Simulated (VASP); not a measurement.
Te:

```
Te
1.0
     4.54136    0.00000    0.00000
    -2.27068    3.93293    0.00000
     0.00000    0.00000    6.04019
Te
3
Direct
  0.73100 0.73100 0.00000
  0.00000 0.26900 0.66667
  0.26900 0.00000 0.33333
```

Base run:

```yaml
Program: VASP 6.6.1
Functional: PBE
Potentials_or_basis: VASP PAW PBE potentials, release 64 (Te)
Cutoff: 520 eV
k_mesh: 7 × 7 × 5
Occupations: fermi-dirac, width 0.05 eV
Spin: no spin polarisation
```

Its results: band gap on the k mesh 0.64 eV (least direct gap 0.75 eV); pressure -1.2 GPa; largest force 0.132 eV/Å.

The run is repeated on the same cell with these changes: functional from PBE to r2SCAN. What comes out?

Band gap on the k mesh 0.79 eV (least direct gap 0.89 eV); pressure -1.8 GPa; largest force 0.353 eV/Å.

Caveats: spin-orbit coupling is left out, which moves the levels of the heavy elements; an odd mesh through Γ misses points on the zone boundary, where band edges can lie; the PAW data sets were made with another functional, which shifts forces and pressure a little (at least some runs).
